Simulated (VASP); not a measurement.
C, 2 atoms in the cell. The structure is tetragonal, space group I4_1/amd (No. 141). The conventional cell has a = 2.560 Å, b = 2.560 Å, c = 3.460 Å, α = 90.00°, β = 90.00°, γ = 90.00°. C (site symmetry -4m2) has 4 C at 1.54 Å within 2.1 Å.  This cell differs from its parent crystal: strain +0.015 along x and y, -0.030 along z.

| Property | Result |
| --- | --- |
| Program | VASP 6.6.1 |
| Task | single point |
| Functional | r2SCAN |
| Potentials or basis | VASP PAW PBE potentials, release 64 (C_h) |
| Cutoff | 1430 eV |
| k mesh | 12 × 12 × 12 |
| Occupations | gaussian, width 0.05 eV |
| Spin | no spin polarisation |
| Dipole correction | no |
| Further INCAR settings | ALGO = Normal; EDIFF = 1e-06; NBANDS = 11 |

Potentials or basis: VASP PAW PBE potentials, release 64 (C_h).

Run with:

```console
$ cat potpaw_PBE.64/C_h/POTCAR > POTCAR
$ cp INCAR.step1 INCAR
$ mpirun -np 1 vasp_std > vasp.out
$ cp INCAR.step2 INCAR
$ mpirun -np 1 vasp_std > vasp.out
```

Hardware: 1 thread of Intel(R) Xeon(R) 6975P-C (Granite Rapids), with other jobs on the host.

Problem. How long does it take, and how much memory?

Solution. Run time: 75 s on 1 thread of Intel(R) Xeon(R) 6975P-C (Granite Rapids) (shared host), peak memory 0.22 GiB. Counts: k points 163.
